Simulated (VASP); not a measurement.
Input of a VASP 6.6.1 run:

INCAR

```
  ALGO = Normal
  EDIFF = 1E-8
  ENCUT = 520
  ISIF = 2
  ISMEAR = -1
  LASPH = True
  LCHARG = False
  LEFG = True
  LREAL = False
  LWAVE = False
  NBANDS = 12
  NELM = 80
  PREC = Accurate
  SIGMA = 0.05
```

The input KPOINTS:

```
k-points
0
Gamma
  9 9 9
```

Contents of POSCAR:

```
As
1.0
    0.0000000000      2.8744485395      2.8744485395
    2.8744485395      0.0000000000      2.8744485395
    2.8744485395      2.8744485395      0.0000000000
As
2
Direct
   -0.1250000000     -0.1250000000     -0.1250000000
    0.1250000000      0.1250000000      0.1250000000
```

Potentials or basis: VASP PAW LDA potentials, release 64 (As).

Launch:

```sh
$ cat potpaw_LDA.64/As/POTCAR > POTCAR
$ mpirun -np 1 vasp_std > vasp.out
```

(1) What does it give for the band gap on the k mesh?

(2) Predict the pressure.

## Answers

(1) zero (bands 5 and 6 overlap by 1.72 eV).

(2) 7.6 GPa.

Caveat: the cell stands under pressure.
